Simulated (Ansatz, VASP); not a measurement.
Two plane-wave programs on Cs3In

```xyz
4
Lattice="5.3942 0.0000 0.0000 0.0000 5.3942 0.0000 0.0000 0.0000 5.3942" Properties=species:S:1:pos:R:3 pbc="T T T"
Cs    0.0000    2.6971    2.6971
Cs    2.6971    0.0000    2.6971
Cs    2.6971    2.6971    0.0000
In    0.0000    0.0000    0.0000
```

Alike in both runs: task relaxation of cell and atoms; functional PBE; k mesh 4 × 4 × 4; occupations gaussian, width 0.1 eV; no spin polarisation.

|  | VASP | Ansatz |
| --- | --- | --- |
| version | VASP 6.6.1 | Ansatz 0.2.0 |
| potentials or method | VASP PAW PBE potentials, release 64 (Cs_sv, In_d), cutoff 600 eV | scalar-relativistic, plane waves, PAW |
| valence electrons in the cell | 40 | 40 |

```tsv
	VASP	Ansatz	Ansatz less VASP
gap on the k mesh at the Fermi level, each at its own relaxed structure (eV)	none	none	-
relaxed volume (Å³/atom)	70.57	69.98	-0.591
relaxed cell length with the largest relative difference (Å)	6.560	6.542	-0.0184
```

A gap of «none» marks a metal or a gap that the smearing closes.

Neither program's run includes spin-orbit coupling. Noted on VASP's run: the volume moved by over 15 % at a fixed basis, so the end points are rough.
